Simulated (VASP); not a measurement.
CdTe: single point with LDA

CdTe:

```
Cd Te
1.0
     0.00000    3.24050    3.24050
     3.24050    0.00000    3.24050
     3.24050    3.24050    0.00000
Cd Te
1 1
Direct
  0.00000 0.00000 0.00000
  0.25000 0.25000 0.25000
```

```json
{"Program": "VASP 6.6.1", "Task": "single point", "Functional": "LDA", "Potentials or basis": "VASP PAW LDA potentials, release 64 (Cd, Te)", "Cutoff": "520 eV", "k mesh": "8 × 8 × 8", "Occupations": "gaussian, width 0.01 eV", "Spin": "non-collinear spin, zero start, spin-orbit coupling", "Starting moments": "[[0.0, 0.0, 0.0], [0.0, 0.0, 0.0]] μB", "Dipole correction": "no", "Further INCAR settings": "ALGO = Normal; EDIFF = 1e-06; NBANDS = 30"}
```

The pressure is -1.2 GPa and the net moment is 0.00 μB per cell. The valence electrons inside the program's atomic spheres are Cd 10.33; Te 3.43.

Moments on the atoms (μB; x, y, z):
```
Cd  0.00 0.00 0.00
Te  0.00 0.00 0.00
```

Wall time 2 min on 1 thread of Intel(R) Xeon(R) 6975P-C (Granite Rapids), with other jobs on the host, peak memory 0.36 GiB.
